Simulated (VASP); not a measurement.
W, 1 atom in the cell. It takes space group Im-3m (No. 229, cubic). The conventional cell has a = 3.162 Å, b = 3.162 Å, c = 3.162 Å, α = 90.00°, β = 90.00°, γ = 90.00°. Within 3.6 Å of W (site symmetry m-3m) lie 14 W at 2.74 to 3.16 Å. 

```yaml
Program: VASP 6.6.1
Task: single point
Functional: r2SCAN
Dispersion: rVV10
Potentials_or_basis: VASP PAW PBE potentials, release 64 (W_sv)
Cutoff: 520 eV
k_mesh: 12 × 12 × 12
Occupations: fermi-dirac, width 0.1 eV
Spin: no spin polarisation
Dipole_correction: no
Further_INCAR_settings: ALGO = Normal; EDIFF = 1e-06; NBANDS = 13
```

Potentials or basis: VASP PAW PBE potentials, release 64 (W_sv).

Launch:

```console
$ cat potpaw_PBE.64/W_sv/POTCAR > POTCAR
$ cp INCAR.step1 INCAR
$ mpirun -np 1 vasp_std > vasp.out
$ cp INCAR.step2 INCAR
$ mpirun -np 1 vasp_std > vasp.out
```

Hardware: 1 thread of Intel(R) Xeon(R) Platinum 8375C CPU @ 2.90GHz (Ice Lake), with other jobs on the host.

Question: How long does it take, and how much memory?

Answer: It took 84 s on 1 thread of Intel(R) Xeon(R) Platinum 8375C CPU @ 2.90GHz (Ice Lake), with other jobs on the host, peak memory 0.18 GiB. Counts: k points 72.
